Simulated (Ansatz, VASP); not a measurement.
**W in VASP and in Ansatz**

```
W
1.0
     0.00000    2.09487    2.09487
     2.09487    0.00000    2.09487
     2.09487    2.09487    0.00000
W
1
Direct
  0.00000 0.00000 0.00000
```

Alike in both runs: task single point; functional BLYP; k mesh 15 × 15 × 15; occupations fermi-dirac, width 0.1 eV; no spin polarisation.

```csv
,VASP,Ansatz
version,VASP 6.6.1,Ansatz 0.2.0
potentials or method,"VASP PAW PBE potentials, release 64 (W_sv), cutoff 520 eV","plane waves (420 eV) with PAW, scalar-relativistic"
valence electrons in the cell,14,14
```

```tsv
	VASP	Ansatz	Ansatz less VASP
pressure (GPa)	-15.9	-17.0	-1.02
```

VASP's potentials were made for PBE, not for BLYP. The functional is the same, so the differences come from potentials, cutoffs and numerics.

Spin-orbit coupling is off throughout.
